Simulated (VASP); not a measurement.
# BN (F-43m) in VASP: settings compared, part 3 of 3

VASP 6.6.1. The steps go on from the part before.

## (6) Single point, HSE06

This run uses another cell than the first one, of 5.96 Å³/atom, 1.020 times its volume.

POSCAR reads:

```
BN
1.0
    0.0000000000      1.8130010000      1.8130010000
    1.8130010000      0.0000000000      1.8130010000
    1.8130010000      1.8130010000      0.0000000000
N B
1 1
Direct
    0.2500000000      0.2500000000      0.2500000000
    0.0000000000      0.0000000000      0.0000000000
```

INCAR.step1 reads:

```
SYSTEM = BN
ALGO     = Normal         ! electronic algorithm
EDIFF    = 1E-5           ! SCF threshold, eV
ENCUT    = 520            ! plane-wave cutoff, eV
GGA      = PE             ! functional
ISIF     = 2              ! what is computed and relaxed
ISMEAR   = -1             ! smearing method
LASPH    = .True.         ! aspherical terms in the spheres
LCHARG   = .False.        ! write CHGCAR
LREAL    = .False.        ! projectors in reciprocal space
LWAVE    = .True.         ! write WAVECAR
NBANDS   = 11             ! bands
NELM     = 60             ! most SCF steps
PREC     = Accurate       ! precision mode
SIGMA    = 0.05           ! smearing width, eV
```

INCAR.step2 reads:

```
SYSTEM = BN
ALGO     = Normal         ! electronic algorithm
EDIFF    = 1E-7           ! SCF threshold, eV
ENCUT    = 520            ! plane-wave cutoff, eV
GGA      = PE             ! functional
HFSCREEN = 0.2079         ! screening, 1/A
ISIF     = 2              ! what is computed and relaxed
ISMEAR   = -1             ! smearing method
ISTART   = 1            
LASPH    = .True.         ! aspherical terms in the spheres
LCHARG   = .False.        ! write CHGCAR
LHFCALC  = .True.         ! exact exchange
LREAL    = .False.        ! projectors in reciprocal space
LWAVE    = .False.        ! write WAVECAR
NBANDS   = 11             ! bands
NELM     = 60             ! most SCF steps
PREC     = Accurate       ! precision mode
PRECFOCK = Normal       
SIGMA    = 0.05           ! smearing width, eV
```

KPOINTS reads:

```
k-points
0
Gamma
  8 8 8
  0 0 0
```

Potentials or basis: VASP PAW PBE potentials, release 64 (N, B).

Command:

```console
$ cat potpaw_PBE.64/N/POTCAR potpaw_PBE.64/B/POTCAR > POTCAR
$ cp INCAR.step1 INCAR
$ mpirun -np 1 vasp_std > vasp.out
$ cp INCAR.step2 INCAR
$ mpirun -np 1 vasp_std > vasp.out
```

OUTCAR:

```text
SYSTEM = BN
   EDIFF = 1E-7
   ENCUT = 520
   GGA = PE
   HFSCREEN = 0.2079
   ISIF = 2
   ISMEAR = -1
   ISTART = 1
   LASPH = .True.
   LHFCALC = .True.
   LREAL = .False.
   NELM = 60
   PREC = Accurate
   PRECFOCK = Normal

 ion  position               nearest neighbor table
   1  0.250  0.250  0.250-   2 1.57   2 1.57   2 1.57   2 1.57
   2  0.000  0.000  0.000-   1 1.57   1 1.57   1 1.57   1 1.57

  LATTYP: Found a face centered cubic cell.
 ALAT       =     3.6260020000

  Lattice vectors:

 A1 = (   0.0000000000,   1.8130010000,   1.8130010000)
 A2 = (   1.8130010000,   0.0000000000,   1.8130010000)
 A3 = (   1.8130010000,   1.8130010000,   0.0000000000)

Analysis of symmetry for initial positions (statically):
=====================================================================
 Subroutine PRICEL returns:
 Original cell was already a primitive cell.

 Routine SETGRP: Setting up the symmetry group for a
 face centered cubic supercell.

 Subroutine GETGRP returns: Found 24 space group operations
 (whereof 24 operations were pure point group operations)
 out of a pool of 48 trial point group operations.

[... 180 lines left out ...]
      3       6.4353      2.00000
      4       6.4353      2.00000
      5      16.9395      0.00000
      6      16.9395      0.00000
      7      16.9395      0.00000
      8      18.4070      0.00000
      9      32.9862      0.00000
     10      36.0734      0.00000
     11      36.0734      0.00000
[... 309 lines left out ...]
 k-point    24 :      -0.3750    0.2500    0.1250
  band No.  band energies     occupation
      1     -10.3346      2.00000
      2      -4.0261      2.00000
      3       1.2158      2.00000
      4       2.7484      2.00000
      5      17.6208      0.00000
      6      19.3269      0.00000
      7      22.8505      0.00000
      8      24.3392      0.00000
      9      27.7750      0.00000
     10      34.4702      0.00000
     11      36.0218      0.00000

 [... further k-points ...]

------------------------ aborting loop because EDIFF is reached ----------------------------------------

  FORCE on cell =-STRESS in cart. coord.  units (eV):
  Direction    XX          YY          ZZ          XY          YZ          ZX
  --------------------------------------------------------------------------------------
  -------------------------------------------------------------------------------------
  Total       -0.6762988     -0.6762988     -0.6762988      0.0000000      0.0000000      0.0000000
  in kB      -90.9128050    -90.9128050    -90.9128050      0.0000000      0.0000000      0.0000000
  external PRESSURE =     -90.9128050 kB  Pullay stress =       0.0000000 kB

 VOLUME and BASIS-vectors are now :
 -----------------------------------------------------------------------------
  energy-cutoff  :      520.00
  volume of cell :       11.92
      direct lattice vectors                 reciprocal lattice vectors
     0.000000000  1.813001000  1.813001000    -0.275785838  0.275785838  0.275785838
     1.813001000  0.000000000  1.813001000     0.275785838 -0.275785838  0.275785838
     1.813001000  1.813001000  0.000000000     0.275785838  0.275785838 -0.275785838

 POSITION                                       TOTAL-FORCE (eV/Angst)
 -----------------------------------------------------------------------------------
      0.90650      0.90650      0.90650        -0.000000     -0.000000     -0.000000
      0.00000      0.00000      0.00000         0.000000      0.000000      0.000000
 -----------------------------------------------------------------------------------
    total drift:                                0.000000     -0.000000      0.000000

  FREE ENERGIE OF THE ION-ELECTRON SYSTEM (eV)
  ---------------------------------------------------
  free  energy   TOTEN  =       -20.3211170443 eV

  energy  without entropy=      -20.3211170442  energy(sigma->0) =      -20.32111704
```

OUTCAR.step1:

```text
SYSTEM = BN
   EDIFF = 1E-5
   ENCUT = 520
   GGA = PE
   ISIF = 2
   ISMEAR = -1
   LASPH = .True.
[... 556 lines left out ...]
      0.90650      0.90650      0.90650         0.000000     -0.000000     -0.000000
      0.00000      0.00000      0.00000        -0.000000      0.000000      0.000000
 -----------------------------------------------------------------------------------
    total drift:                                0.000000      0.000000      0.000000

  FREE ENERGIE OF THE ION-ELECTRON SYSTEM (eV)
  ---------------------------------------------------
  free  energy   TOTEN  =       -17.4507434718 eV

  energy  without entropy=      -17.4507434718  energy(sigma->0) =      -17.45074347
```

It took 9 min on 1 thread of AMD EPYC 9R45 (Zen 5), shared host; peak memory 0.2 GiB.

What came out:

| Property | Result |
| --- | --- |
| Free energy | -20.3211 eV |
| Pressure | -9.1 GPa |
| Band gap on the k mesh | 5.76 eV, indirect (least direct gap 10.50 eV) |

Levels at points of the mesh, in eV from the valence-band top:
| k point | band 1 | band 2 | band 3 | band 4 | band 5 | band 6 | band 7 | band 8 |
| --- | --- | --- | --- | --- | --- | --- | --- | --- |
| (0.00, 0.00, 0.00) | -22.00 | 0.00 | 0.00 | 0.00 | 10.50 | 10.50 | 10.50 | 11.97 |
| (0.50, 0.00, 0.00) | -17.52 | -11.54 | -2.09 | -2.09 | 11.72 | 12.46 | 12.46 | 17.28 |
| (0.50, 0.50, 0.00) | -16.05 | -9.71 | -5.26 | -5.26 | 5.76 | 10.68 | 20.31 | 20.31 |

Caveat: the PAW data sets were made with another functional, which shifts forces and pressure a little.

## (7) Summary

```tsv
level	cell	k mesh	grid for exact exchange (PRECFOCK)	screening parameter	gap on the mesh (eV)	pressure (GPa)
PBEsol	a = 2.547 Å, angles 60.0°, 2 atoms	13 × 13 × 13	-	-	4.37	1.9
PBEsol	a = 2.581 Å, angles 60.0°, 2 atoms	13 × 13 × 13	-	-	4.32	-12.7
PBEsol	a = 2.598 Å, angles 60.0°, 2 atoms	13 × 13 × 13	-	-	4.30	-19.1
PBEsol	a = 2.614 Å, angles 60.0°, 2 atoms	13 × 13 × 13	-	-	4.27	-24.9
HSE06	a = 2.564 Å, angles 60.0°, 2 atoms	8 × 8 × 8	Normal	0.2079 1/Å	5.76	-9.1
```

Alike in all rows: task single point; potentials or basis VASP PAW PBE potentials, release 64 (N, B); no spin polarisation; cutoff (eV) 520; smearing fermi-dirac 0.05 eV.

Caveats: the PAW data sets were made with another functional, which shifts forces and pressure a little.

Total energies depend on the potentials used, so only differences within one code and one set of settings carry meaning.
